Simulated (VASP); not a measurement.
# Ni (Pm-3m) in VASP: further runs, part 2 of 2

VASP 6.6.1. The steps go on from the part before.

## Step 3: Single point, PBE, collinear spin, ferromagnetic start (12.55 Å³/atom)

Input file INCAR:

```
  ALGO = Normal
  EDIFF = 1E-6
  ENCUT = 520
  GGA = PE
  ISIF = 2
  ISMEAR = -1
  ISPIN = 2
  LASPH = True
  LCHARG = False
  LMAXMIX = 4
  LORBIT = 11
  LREAL = False
  LWAVE = False
  MAGMOM = -0.569 -0.569
  NBANDS = 21
  NELM = 150
  PREC = Accurate
  SIGMA = 0.05
```

Input file KPOINTS:

```
k-points
0
Gamma
  19 19 19
```

Input file POSCAR:

```
Ni
1.0
    0.0000000000      2.3241357468      2.3241357468
    2.3241357468      0.0000000000      2.3241357468
    2.3241357468      2.3241357468      0.0000000000
Ni
2
Direct
    0.0000000000      0.0000000000      0.0000000000
    0.5000000000      0.5000000000      0.5000000000
```

Potentials or basis: VASP PAW PBE potentials, release 64 (Ni).

Command:

```bash
cat potpaw_PBE.64/Ni/POTCAR > POTCAR
mpirun -np 1 vasp_std > vasp.out
```

OUTCAR:

```text
EDIFF = 1E-6
   ENCUT = 520
   GGA = PE
   ISIF = 2
   ISMEAR = -1
   ISPIN = 2
   LASPH = True
   LORBIT = 11
   LREAL = False
   NELM = 150
   PREC = Accurate

 ion  position               nearest neighbor table
   1  0.000  0.000  0.000-   2 2.32   2 2.32   2 2.32   2 2.32   2 2.32   2 2.32
   2  0.500  0.500  0.500-   1 2.32   1 2.32   1 2.32   1 2.32   1 2.32   1 2.32

  LATTYP: Found a face centered cubic cell.
 ALAT       =     4.6482714936

  Lattice vectors:

 A1 = (   0.0000000000,   2.3241357468,   2.3241357468)
 A2 = (   2.3241357468,   0.0000000000,   2.3241357468)
 A3 = (   2.3241357468,   2.3241357468,   0.0000000000)

Analysis of symmetry for initial positions (statically):
=====================================================================
 Subroutine PRICEL returns following result:

  LATTYP: Found a simple cubic cell.
 ALAT       =     2.3241357468
[... 12 lines left out ...]
 Subroutine GETGRP returns: Found 48 space group operations
 (whereof 48 operations were pure point group operations)
 out of a pool of 48 trial point group operations.

The static configuration has the point symmetry O_h .

Analysis of symmetry for dynamics (positions and initial velocities):
=====================================================================
 Subroutine PRICEL returns following result:

  LATTYP: Found a simple cubic cell.
 ALAT       =     2.3241357468
[... 12 lines left out ...]
 Subroutine GETGRP returns: Found 48 space group operations
 (whereof 48 operations were pure point group operations)
 out of a pool of 48 trial point group operations.

The dynamic configuration has the point symmetry O_h .

Analysis of structural, dynamic, and magnetic symmetry:
=====================================================================
 Subroutine PRICEL returns following result:

  LATTYP: Found a simple cubic cell.
 ALAT       =     2.3241357468
[... 12 lines left out ...]
 Subroutine GETGRP returns: Found 48 space group operations
 (whereof 48 operations were pure point group operations)
 out of a pool of 48 trial point group operations.

[... 139 lines left out ...]
  ext. energy  EPLUGINS =         0.00000000
  ---------------------------------------------------
  free energy    TOTEN  =        -9.56485443 eV

  energy without entropy =       -9.53137669  energy(sigma->0) =       -9.54811556

 E-fermi :   7.5057     XC(G=0): -12.3330

 val. band max:        7.5054232062   @ k =   0.2632   0.1053   0.0526
 cond. band min:       7.5059365655   @ k =  -0.4737   0.2632   0.0000
 fundamental gap:      0.0005133593
 Fermi energy:         7.5056858083

 spin component 1

 k-point     1 :       0.0000    0.0000    0.0000
  band No.  band energies     occupation
      1      -0.4780      1.00000
      2       4.3395      1.00000
      3       4.3395      1.00000
      4       4.7284      1.00000
      5       4.7284      1.00000
      6       4.7284      1.00000
[... 565 lines left out ...]
     20      28.4644      0.00000
     21      31.2036      0.00000

 [... further k-points ...]

 spin component 2

 k-point     1 :       0.0000    0.0000    0.0000
  band No.  band energies     occupation
      1      -0.5005      1.00000
      2       3.9177      1.00000
      3       3.9177      1.00000
      4       4.2356      1.00000
      5       4.2356      1.00000
      6       4.2356      1.00000
[... 565 lines left out ...]
     20      28.3605      0.00000
     21      31.1343      0.00000

 [... further k-points ...]

------------------------ aborting loop because EDIFF is reached ----------------------------------------

  FORCE on cell =-STRESS in cart. coord.  units (eV):
  Direction    XX          YY          ZZ          XY          YZ          ZX
  --------------------------------------------------------------------------------------
  -------------------------------------------------------------------------------------
  Total        0.1251379      0.1251379      0.1251379      0.0000000      0.0000000     -0.0000000
  in kB        7.9851855      7.9851855      7.9851855      0.0000000      0.0000000     -0.0000000
  external PRESSURE =       7.9851855 kB  Pullay stress =       0.0000000 kB

 VOLUME and BASIS-vectors are now :
 -----------------------------------------------------------------------------
  energy-cutoff  :      520.00
  volume of cell :       25.11
      direct lattice vectors                 reciprocal lattice vectors
     0.000000000  2.324135747  2.324135747    -0.215133733  0.215133733  0.215133733
     2.324135747  0.000000000  2.324135747     0.215133733 -0.215133733  0.215133733
     2.324135747  2.324135747  0.000000000     0.215133733  0.215133733 -0.215133733

 POSITION                                       TOTAL-FORCE (eV/Angst)
 -----------------------------------------------------------------------------------
      0.00000      0.00000      0.00000        -0.000000     -0.000000      0.000000
      2.32414      2.32414      2.32414         0.000000      0.000000     -0.000000
 -----------------------------------------------------------------------------------
    total drift:                                0.000000     -0.000000      0.000000

  FREE ENERGIE OF THE ION-ELECTRON SYSTEM (eV)
  ---------------------------------------------------
  free  energy   TOTEN  =        -9.5648544299 eV

  energy  without entropy=       -9.5313766907  energy(sigma->0) =       -9.54811556

 total charge

# of ion       s       p       d       tot
------------------------------------------
    1        0.510   0.389   8.356   9.255
    2        0.510   0.389   8.356   9.255
--------------------------------------------------
tot          1.021   0.778  16.711  18.509

 magnetization (x)

# of ion       s       p       d       tot
------------------------------------------
    1       -0.000   0.002  -0.534  -0.533
    2       -0.000   0.002  -0.534  -0.533
--------------------------------------------------
tot         -0.001   0.004  -1.069  -1.065
```

OSZICAR:

```text
N       E                     dE             d eps       ncg     rms          rms(c)
DAV:   1     0.100205303453E+03    0.10021E+03   -0.85619E+03 19696   0.126E+03
DAV:   2    -0.524463945922E+01   -0.10545E+03   -0.97561E+02 18875   0.230E+02
DAV:   3    -0.110562882262E+02   -0.58116E+01   -0.55677E+01 21032   0.623E+01
DAV:   4    -0.111381551229E+02   -0.81867E-01   -0.81784E-01 21224   0.703E+00
DAV:   5    -0.111405468674E+02   -0.23917E-02   -0.23916E-02 21100   0.117E+00    0.118E+01
DAV:   6    -0.102947284510E+02    0.84582E+00   -0.71078E+00 21759   0.523E+01    0.881E+00
DAV:   7    -0.958961515471E+01    0.70511E+00   -0.18802E+00 21560   0.232E+01    0.228E+00
DAV:   8    -0.956936400065E+01    0.20251E-01   -0.12614E-02 24247   0.103E+00    0.113E+00
DAV:   9    -0.956571243443E+01    0.36516E-02   -0.74332E-04 27880   0.319E-01    0.331E-01
DAV:  10    -0.956486426553E+01    0.84817E-03   -0.19611E-04 27799   0.213E-01    0.462E-02
DAV:  11    -0.956485204285E+01    0.12223E-04   -0.38005E-05 21842   0.480E-02    0.203E-02
DAV:  12    -0.956485490662E+01   -0.28638E-05   -0.26916E-06 20997   0.154E-02    0.114E-02
DAV:  13    -0.956485442986E+01    0.47676E-06   -0.54475E-07 13179   0.669E-03
   1 F= -.95648544E+01 E0= -.95481156E+01  d E =-.334777E-01  mag=    -1.0558
```

stdout:

```text
POSCAR found type information on POSCAR Ni
 POSCAR found :  1 types and       2 ions
 scaLAPACK will be used
 LDA part: xc-table for (Slater+PW92), standard interpolation
 POSCAR, INCAR and KPOINTS ok, starting setup
 FFT: planning ... GRIDC
 FFT: planning ... GRID_SOFT
 FFT: planning ... GRID
 WAVECAR not read
 entering main loop
```

Wall time 3.3 min (1 thread of Intel Xeon 8259CL, shared host); peak memory 0.27 GiB.

Results:

- Free energy: -9.5649 eV
- Pressure: 0.8 GPa
- Net moment: -1.06 μB per cell
- Site moments: Ni -0.53 μB
- Valence electrons inside the program's atomic spheres: Ni 9.26

## Step 4: Single point, PBE, collinear spin, ferromagnetic start (11.11 Å³/atom)

Input file INCAR:

```
SYSTEM = Ni
  PREC = Accurate
  ENCUT = 520
  EDIFF = 1E-6
  ISMEAR = -1
  SIGMA = 0.05
  LREAL = .FALSE.
  LASPH = .TRUE.
  NELM = 150
  ALGO = Normal
  ISIF = 2
  LWAVE = .FALSE.
  LCHARG = .TRUE.
  ISPIN = 2
  MAGMOM = 0.575
  LORBIT = 11
  LMAXMIX = 4
  GGA = PE
  LELF = .TRUE.
  LVHAR = .TRUE.
  NBANDS = 15
```

Input file KPOINTS:

```
Automatic mesh
0
G
  15 15 15
  0 0 0
```

Input file POSCAR:

```
Ni
1.0
    2.2311976879      0.0000000000      0.0000000000
    0.0000000000      2.2311976879      0.0000000000
    0.0000000000      0.0000000000      2.2311976879
Ni
1
Direct
    0.0000000000      0.0000000000      0.0000000000
```

Potentials or basis: VASP PAW PBE potentials, release 64 (Ni).

Command:

```bash
cat potpaw_PBE.64/Ni/POTCAR > POTCAR
mpirun -np 1 vasp_std > vasp.out
```

OUTCAR:

```text
SYSTEM = Ni
   PREC = Accurate
   ENCUT = 520
   EDIFF = 1E-6
   ISMEAR = -1
   LREAL = .FALSE.
   LASPH = .TRUE.
   NELM = 150
   ISIF = 2
   ISPIN = 2
   LORBIT = 11
   GGA = PE

 ion  position               nearest neighbor table
   1  0.000  0.000  0.000-

  LATTYP: Found a simple cubic cell.
 ALAT       =     2.2311976879

  Lattice vectors:

 A1 = (   2.2311976879,   0.0000000000,   0.0000000000)
 A2 = (   0.0000000000,   2.2311976879,   0.0000000000)
 A3 = (   0.0000000000,   0.0000000000,   2.2311976879)

Analysis of symmetry for initial positions (statically):
=====================================================================
 Subroutine PRICEL returns:
 Original cell was already a primitive cell.

 Routine SETGRP: Setting up the symmetry group for a
 simple cubic supercell.

 Subroutine GETGRP returns: Found 48 space group operations
 (whereof 48 operations were pure point group operations)
 out of a pool of 48 trial point group operations.

The static configuration has the point symmetry O_h .

Analysis of symmetry for dynamics (positions and initial velocities):
[... 631 lines left out ...]
     12      38.9926      0.00000
     13      53.4508      0.00000
     14      53.4508      0.00000
[... 403 lines left out ...]
      4       8.4902      1.00000
      5       8.6710      0.99987
      6       9.0658      0.74171
      7      18.0274      0.00000
      8      26.0261      0.00000
      9      35.2358      0.00000
     10      36.2458      0.00000
     11      36.9105      0.00000
     12      45.5230      0.00000
     13      46.5777      0.00000
     14      48.3030      0.00000
     15      53.6450      0.00000

 [... further k-points ...]

------------------------ aborting loop because EDIFF is reached ----------------------------------------

  FORCE on cell =-STRESS in cart. coord.  units (eV):
  Direction    XX          YY          ZZ          XY          YZ          ZX
  --------------------------------------------------------------------------------------
  -------------------------------------------------------------------------------------
  Total        1.6853768      1.6853768      1.6853768     -0.0000000      0.0000000     -0.0000000
  in kB      243.1047513    243.1047513    243.1047513     -0.0000000      0.0000000     -0.0000000
  external PRESSURE =     243.1047513 kB  Pullay stress =       0.0000000 kB

 VOLUME and BASIS-vectors are now :
 -----------------------------------------------------------------------------
  energy-cutoff  :      520.00
  volume of cell :       11.11
      direct lattice vectors                 reciprocal lattice vectors
     2.231197688  0.000000000  0.000000000     0.448189780  0.000000000  0.000000000
     0.000000000  2.231197688  0.000000000     0.000000000  0.448189780  0.000000000
     0.000000000  0.000000000  2.231197688     0.000000000  0.000000000  0.448189780

 POSITION                                       TOTAL-FORCE (eV/Angst)
 -----------------------------------------------------------------------------------
      0.00000      0.00000      0.00000         0.000000      0.000000      0.000000
 -----------------------------------------------------------------------------------
    total drift:                                0.000000      0.000000      0.000000

  FREE ENERGIE OF THE ION-ELECTRON SYSTEM (eV)
  ---------------------------------------------------
  free  energy   TOTEN  =        -4.6816194743 eV

  energy  without entropy=       -4.6680686946  energy(sigma->0) =       -4.67484408

 total charge

# of ion       s       p       d       tot
------------------------------------------
    1        0.560   0.478   8.422   9.459

 magnetization (x)

# of ion       s       p       d       tot
------------------------------------------
    1        0.002  -0.002   0.384   0.383
```

stdout:

```text
POSCAR found type information on POSCAR Ni
 POSCAR found :  1 types and       1 ions
 scaLAPACK will be used
 LDA part: xc-table for (Slater+PW92), standard interpolation
 POSCAR, INCAR and KPOINTS ok, starting setup
 FFT: planning ... GRIDC
 FFT: planning ... GRID_SOFT
 FFT: planning ... GRID
 WAVECAR not read
 entering main loop
```

Wall time 39 s (1 thread of Intel Xeon 8259CL, shared host); peak memory 0.15 GiB.

What came out:

```
Free energy                                           : -4.6816 eV
Pressure                                              : 24.3 GPa
Net moment                                            : 0.38 μB per cell
Site moments                                          : Ni +0.38 μB
Valence electrons inside the program's atomic spheres : Ni 9.46
```

Levels at points of the mesh, in eV from the Fermi level:
Spin up:
```tsv
k point	band 2	band 3	band 4	band 5	band 6	band 7	band 8	band 9
(0.00, 0.00, 0.00)	-4.07	-4.07	-0.22	-0.22	-0.22	21.00	21.00	21.00
```
Spin down:
```
           k point  band 3  band 4  band 5  band 6  band 7  band 8
(0.00, 0.00, 0.00)   -3.82    0.29    0.29    0.29   21.06   21.06
```

Caveat: the cell stands under pressure.

## Step 5: Summary

| spin | cell | k mesh | gap on the mesh (eV) | pressure (GPa) | moment (μB) |
| --- | --- | --- | --- | --- | --- |
| collinear, antiferromagnetic start | a = 3.287 Å, angles 60.0°, 2 atoms, atomic positions A | 19 × 19 × 19 | none | -0.1 | 0.00 |
| collinear, ferromagnetic start | a = 3.287 Å, angles 60.0°, 2 atoms, atomic positions A | 19 × 19 × 19 | none | 0.8 | 1.06 |
| collinear, ferromagnetic start | a = 2.231 Å, 1 atom, atomic positions B | 15 × 15 × 15 | none | 24.3 | 0.38 |

Alike in all rows: task single point; level PBE; potentials or basis VASP PAW PBE potentials, release 64 (Ni); cutoff (eV) 520; smearing fermi-dirac 0.05 eV.

Caveats: the moments typed at the start vanished in this run (at least some runs); the cell stands under pressure (at least some runs).

Total energies depend on the potentials used, so only differences within one code and one set of settings carry meaning.

The gap in the log of VASP goes by the Fermi energy; the results here count the filled bands.